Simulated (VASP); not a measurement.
Input of a VASP 6.6.1 run:

INCAR

```
PREC = Accurate ; ENCUT = 520
EDIFF = 1E-6 ; ISMEAR = 0
SIGMA = 0.05 ; LREAL = Auto
LASPH = True ; NELM = 80
ALGO = Normal ; ISIF = 2
LWAVE = False ; LCHARG = False
LDIPOL = True ; IDIPOL = 3
DIPOL = 0.5 0.5 0.290 ; GGA = CA
NBANDS = 108
```

KPOINTS

```
regular mesh
0
Gamma
  4 4 1
```

POSCAR

```
HC20
1.0
    7.2015518731      0.0000000000      0.0000000000
   -3.3194130427      7.7907812636      0.0000000000
    0.0000000000      0.0000000000     22.7916832250
C H
40 2
Direct
    0.2501129010      0.1667043003      0.1755026147
    0.2501129010      0.6667043003      0.1755026147
    0.7501129009      0.1667043003      0.1755026147
    0.7501129009      0.6667043003      0.1755026147
    0.2498870990      0.3332956997      0.1755026147
    0.2498870990      0.8332956997      0.1755026147
    0.7498870990      0.3332956997      0.1755026147
    0.7498870990      0.8332956997      0.1755026147
    0.2501129010      0.4167043003      0.2291325538
    0.2501129010      0.9167043003      0.2291325538
    0.7501129009      0.4167043003      0.2291325538
    0.7501129009      0.9167043003      0.2291325538
    0.2498870990      0.0832956997      0.2291325538
    0.2498870991      0.5832956997      0.2291325538
    0.7498870990      0.0832956997      0.2291325538
    0.7498870990      0.5832956997      0.2291325538
    0.2500458055      0.1676520614      0.2827258575
    0.2500458055      0.6676520614      0.2827258575
    0.7500458055      0.1676520614      0.2827258575
    0.7500458055      0.6676520614      0.2827258575
    0.2499541945      0.3323479386      0.2827258575
    0.2499541945      0.8323479386      0.2827258575
    0.7499541945      0.3323479386      0.2827258575
    0.7499541945      0.8323479386      0.2827258575
    0.2500622594      0.4183368654      0.3365410697
    0.2500622594      0.9183368654      0.3365410697
    0.7500622594      0.4183368654      0.3365410697
    0.7500622594      0.9183368654      0.3365410697
    0.2499377406      0.0816631346      0.3365410697
    0.2499377406      0.5816631346      0.3365410697
    0.7499377406      0.0816631346      0.3365410697
    0.7499377406      0.5816631346      0.3365410697
    0.2501903787      0.1771682769      0.3857408485
    0.2501903787      0.6771682769      0.3857408485
    0.7501903787      0.1771682769      0.3857408485
    0.7501903787      0.6771682769      0.3857408485
    0.2498096213      0.3228317231      0.3857408485
    0.2498096213      0.8228317231      0.3857408485
    0.7498096213      0.3228317231      0.3857408485
    0.7498096213      0.8228317231      0.3857408485
    0.9998096213      0.1663687580      0.4476055201
    0.9998096213      0.4792946882      0.4476055201
```

Potentials or basis: VASP PAW LDA potentials, release 64 (C, H).

Run with:

```console
$ cat potpaw_LDA.64/C/POTCAR potpaw_LDA.64/H/POTCAR > POTCAR
$ mpirun -np 1 vasp_std > vasp.out
```

(1) What does it give for the largest force?

(2) Predict the band gap on the k mesh.

## Answers

(1) 7.272 eV/Å.

(2) zero (filled and empty bands touch).
